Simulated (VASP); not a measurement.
W:

```
W
1.0
     0.00000    2.03000    2.03000
     2.03000    0.00000    2.03000
     2.03000    2.03000    0.00000
W
1
Direct
  0.00000 0.00000 0.00000
```

Base run:

* Program: VASP 6.6.1
* Functional: LDA
* Potentials or basis: VASP PAW LDA potentials, release 64 (W_sv)
* Cutoff: 520 eV
* k mesh: 12 × 12 × 12
* Occupations: fermi-dirac, width 0.15 eV
* Spin: no spin polarisation

Its results: band gap on the k mesh zero (band 7 reaches 13.17 eV, above the bottom of band 8 at 9.53 eV); pressure -16.3 GPa.

Question: After a change of settings the same cell gave: band gap on the k mesh zero (band 7 reaches 13.17 eV, above the bottom of band 8 at 9.53 eV); pressure -15.7 GPa. Which change was it?
A. k mesh from 12 × 12 × 12 to 6 × 6 × 6
B. k mesh from 12 × 12 × 12 to 9 × 9 × 9
C. k mesh from 12 × 12 × 12 to 3 × 3 × 3

Answer: A.

Caveats: some runs use coarse meshes; spin-orbit coupling is left out, which moves the levels of the heavy elements.
